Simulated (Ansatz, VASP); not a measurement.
**One calculation of Si4N, two programs**

```
Si N
1.0
     3.83334    0.00000    0.00000
     0.00000    3.83334    0.00000
     0.00000    0.00000   21.10348
Si N
4 1
Direct
  0.00000 0.50000 0.18954
  0.00000 0.00000 0.25376
  0.50000 0.00000 0.32071
  0.50000 0.50000 0.38399
  0.00000 0.75000 0.48824
```

Alike in both runs: task single point; functional PBE; dispersion D3(BJ); k mesh 7 × 7 × 1; occupations gaussian, width 0.05 eV; collinear spin.

|  | VASP | Ansatz |
| --- | --- | --- |
| version | VASP 6.6.1 | Ansatz 0.2.0 |
| potentials or method | VASP PAW PBE potentials, release 64 (Si, N), cutoff 520 eV | scalar-relativistic, plane waves, PAW |
| valence electrons in the cell | 21 | 21 |

Ansatz gave:

| Property | Result |
| --- | --- |
| gap on the k mesh at the Fermi level (eV) | none |
| rms of the force components (eV/Å) | 0.339 |
| net moment per atom (μB) | 0.40 |
| size of the moment on the site where the two differ most (μB) | 2.41 |

Task: Estimate VASP's values.

Result: gap on the k mesh at the Fermi level (eV): none; rms of the force components (eV/Å): 0.338; net moment per atom (μB): 0.40; size of the moment on the site where the two differ most (μB): 1.70.

Site moments also hang on the region over which each program counts them. Atom by atom the forces differ by 0.002 eV/Å (rms over components). A gap of «none» marks a metal or a gap that the smearing closes.
